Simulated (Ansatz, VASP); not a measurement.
# Sn: VASP beside Ansatz

```
Sn
1.0
    -2.97733    2.97901    1.60309
     2.97901   -2.97733    1.60309
     2.97707    2.97707   -1.60002
Sn
2
Direct
  0.00002 0.99998 0.00000
  0.74998 0.25002 0.50000
```

Alike in both runs: task single point; functional PBE; k mesh 11 × 11 × 8; occupations fermi-dirac, width 0.6 eV; no spin polarisation.

```csv
,VASP,Ansatz
version,VASP 6.6.1,Ansatz 0.2.0
potentials or method,"VASP PAW PBE potentials, release 64 (Sn_d), cutoff 520 eV","plane waves (420 eV) with PAW, scalar-relativistic"
valence electrons in the cell,28,28
```

|  | VASP | Ansatz | Ansatz less VASP |
| --- | --- | --- | --- |
| pressure (GPa) | 2.0 | 2.1 | +0.05 |
| traceless stress, the component that is largest in VASP (GPa) | -0.23 | -0.22 | +0.004 |
